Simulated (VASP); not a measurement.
Wanted: the native input for a VASP 6.6.1 run.

```
Task                   : single point
Functional             : LDA
Potentials or basis    : VASP PAW LDA potentials, release 64 (In_d, Sb)
Cutoff                 : 520 eV
k mesh                 : 10 × 10 × 10
Occupations            : fermi-dirac, width 0.03 eV
Spin                   : no spin polarisation
Dipole correction      : no
Further INCAR settings : ALGO = Normal; EDIFF = 1e-06; NBANDS = 16
```

The structure of InSb lies in POSCAR:

```
InSb
1.0
    0.0000000000      3.3026278931      3.3026278931
    3.3026278931      0.0000000000      3.3026278931
    3.3026278931      3.3026278931      0.0000000000
In Sb
1 1
Direct
    0.0000000000      0.0000000000      0.0000000000
    0.7500000000      0.7500000000      0.7500000000
```

This cell differs from its parent crystal: volume scaled by 1.06.

These files were run (other wordings do the same):

INCAR

```
PREC = Accurate
ENCUT = 520
EDIFF = 1E-6
ISMEAR = -1
SIGMA = 0.03
LREAL = False
LASPH = True
NELM = 100
ALGO = Normal
ISIF = 2
LWAVE = False
LCHARG = False
NBANDS = 16
```

KPOINTS

```
Automatic mesh
0
Gamma
  10 10 10
```

Potentials or basis: VASP PAW LDA potentials, release 64 (In_d, Sb).

Launch:

```bash
$ cat potpaw_LDA.64/In_d/POTCAR potpaw_LDA.64/Sb/POTCAR > POTCAR
$ mpirun -np 1 vasp_std > vasp.out
```

Results of the run:

```yaml
Pressure: -2.7 GPa
Band_gap_on_the_k_mesh: zero (filled and empty bands touch)
```

Caveat: spin-orbit coupling is left out, which moves the levels of the heavy elements.

Wall time 68 s on 1 thread of Intel(R) Xeon(R) Platinum 8259CL CPU @ 2.50GHz (Skylake/Cascade Lake), on a shared host, peak memory 0.21 GiB.
